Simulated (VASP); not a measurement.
## Zn: single point with PBE

The system is Zn.

```
CELL_PARAMETERS angstrom
-0.46189 1.65362 1.65362
1.65362 -0.46189 1.65362
1.65362 1.65362 -0.46189
ATOMIC_POSITIONS crystal
Zn 0.00000 0.00000 0.00000
```

* Program: VASP 6.6.1
* Task: single point
* Functional: PBE
* Potentials or basis: VASP PAW PBE potentials, release 64 (Zn)
* Cutoff: 520 eV
* k mesh: 22 × 22 × 22
* Occupations: gaussian, width 0.15 eV
* Spin: no spin polarisation
* Dipole correction: no
* Further INCAR settings: ALGO = Fast; EDIFF = 1e-06; NBANDS = 12

| Property | Result |
| --- | --- |
| Pressure | 35.1 GPa |
| Band gap on the k mesh | zero (band 6 reaches 7.14 eV, above the bottom of band 7 at 2.06 eV) |

Stress tensor (GPa, compression positive):
```
35.08  8.37  8.37
 8.37 35.08  8.37
 8.37  8.37 35.08
```

Levels at points of the mesh, in eV from the Fermi level:
```
           k point  band 2  band 3  band 4  band 5  band 6  band 7  band 8  band 9  band 10  band 11
(0.00, 0.00, 0.00)   -8.96   -8.96   -7.29   -7.29   -7.29   16.46   16.46   16.52    19.62    19.62
(0.50, 0.00, 0.00)   -8.86   -7.64   -7.40   -7.29   -4.28   -2.23   18.63   18.76    21.65    23.97
(0.50, 0.50, 0.00)   -8.93   -7.48   -7.44   -6.76   -0.60    3.59    4.28    9.33    18.35    22.81
(0.50, 0.50, 0.50)   -8.53   -8.53   -6.78   -6.78    1.27    6.22   10.63   10.63    13.94    15.57
```

Run time: 40 s on 1 thread of Intel(R) Xeon(R) 6975P-C (Granite Rapids), on a shared host, peak memory 0.25 GiB.
